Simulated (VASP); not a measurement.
Runs of VASP 6.6.1 on SnO. The structure is that of space group Pmn2_1 (No. 31), or close to it. The cells are those of the table. 

```tsv
task	level	potentials or basis	cell	k mesh	cutoff (eV)	second run	gap on the mesh (eV)	pressure (GPa)	largest force (eV/Å)
single point	LDA	VASP PAW LDA potentials, release 64 (Sn_d, O_h)	a = 3.303, b = 5.694, c = 3.672 Å, 4 atoms	5 × 3 × 4	910	hard_potentials	1.47	0.2	0.10
single point	r2SCAN	VASP PAW PBE potentials, release 64 (Sn_d, O)	a = 3.303, b = 5.694, c = 3.672 Å, 4 atoms	7 × 4 × 6	520	-	1.70	(c)	0.24
single point	LDA	VASP PAW LDA potentials, release 64 (Sn_d, O)	a = 3.303, b = 5.694, c = 3.672 Å, 4 atoms	5 × 3 × 4	520	-	1.47	0.4	(a)
relaxation of cell and atoms	LDA	VASP PAW LDA potentials, release 64 (Sn_d, O)	relaxed from a = 3.355, b = 5.674, c = 4.222 Å, 4 atoms	5 × 3 × 4	600	-	(b)	0.1	0.01
```

Alike in all rows: no spin polarisation; smearing gaussian 0.01 eV.

Q: Fill in the values left out.

A: (a) 0.11; (b) 1.44; (c) 4.2.

Caveats: some runs use coarse meshes; spin-orbit coupling is left out, which moves the levels of the heavy elements; the cutoff is under 1.25 times the usual one of these potentials, so pressure, stress and relaxed cells hold a basis-set (Pulay) error (some runs); the PAW data sets were made with another functional, which shifts forces and pressure a little (some runs).

A k mesh can miss the band edges, and the runs leave out spin-orbit coupling on Sn.
